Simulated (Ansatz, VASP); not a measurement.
**ZrGe4Mo in VASP and in Ansatz**

```
Zr Ge Mo
1.0
     3.11998    0.00000    0.00000
    -1.55999    2.70198    0.00000
     0.00000    0.00000   12.91796
Zr Ge Mo
1 4 1
Direct
  0.00000 0.00000 0.00000
  0.66667 0.33333 0.82170
  0.66667 0.33333 0.35192
  0.33333 0.66667 0.64808
  0.33333 0.66667 0.17830
  0.00000 0.00000 0.50000
```

Change from the starting cell: species swapped into the TaTiTe4 type (P-3m1, No. 164).

Alike in both runs: functional PBE; k mesh 6 × 6 × 2; occupations gaussian, width 0.1 eV; no spin polarisation.

Ansatz relaxed the structure, and its values are those at the end. VASP's run is a single point on that final structure, the one shown.

|  | VASP | Ansatz |
| --- | --- | --- |
| version | VASP 6.6.1 | Ansatz 0.2.0 |
| potentials or method | VASP PAW PBE potentials, release 64 (Zr_sv, Ge_d, Mo_sv), cutoff 520 eV | scalar-relativistic, plane waves, PAW |
| valence electrons in the cell | 82 | 82 |

```csv
,VASP,Ansatz,Ansatz less VASP
gap on the k mesh at the Fermi level (eV),none,none,-
pressure (GPa),0.2,0.1,-0.16
rms of the force components (eV/Å),0.018,0.013,-0.0046
```

A gap of «none» marks a metal or a gap that the smearing closes. The functional is the same, so the differences come from potentials, cutoffs and numerics.

The k mesh is coarse, so the values compare programs but aren't converged.
